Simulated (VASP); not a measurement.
Crystal: Cu.

```
Cu
1.0
     0.00000    1.80750    1.80750
     1.80750    0.00000    1.80750
     1.80750    1.80750    0.00000
Cu
1
Cartesian
  0.0000 0.0000 0.0000
```

```yaml
Program: VASP 6.6.1
Task: relaxation of cell and atoms
Functional: LDA
Potentials_or_basis: VASP PAW LDA potentials, release 64 (Cu)
Cutoff: 600 eV
k_mesh: 26 × 26 × 26
Occupations: fermi-dirac, width 0.1 eV
Spin: no spin polarisation
```

At the start: pressure -11.7 GPa; volume 11.81 Å³/atom.

How do energy, volume and symmetry change on relaxing?

Over 7 steps the energy falls by 34.3 meV/atom and the volume is 10.94 Å³/atom (-7.4 %); space group Fm-3m (No. 225, to 0.05 Å).

The path:
| step | energy change (eV) | largest force (eV/Å) | pressure (GPa) | volume (Å³) |
| --- | --- | --- | --- | --- |
| 1 | 0.0000 | 0.0000 | -11.67 | 11.81 |
| 2 | -0.0175 | 0.0000 | 10.52 | 10.40 |
| 3 | -0.0343 | 0.0000 | -0.08 | 10.94 |
| 4 | -0.0343 | 0.0000 | 0.20 | 10.93 |
| 5 | -0.0343 | 0.0000 | -0.07 | 10.95 |
| 6 | -0.0343 | 0.0000 | -0.06 | 10.94 |
| 7 | -0.0343 | 0.0000 | 0.02 | 10.94 |

Final structure:
```cif
data_structure
_symmetry_space_group_name_H-M 'P 1'
_symmetry_Int_Tables_number 1
_cell_length_a 2.4916
_cell_length_b 2.4916
_cell_length_c 2.4916
_cell_angle_alpha 60.000
_cell_angle_beta 60.000
_cell_angle_gamma 60.000
_cell_volume 10.94
loop_
_atom_site_label
_atom_site_type_symbol
_atom_site_fract_x
_atom_site_fract_y
_atom_site_fract_z
_atom_site_occupancy
Cu1 Cu 0.00000 0.00000 0.00000 1
```
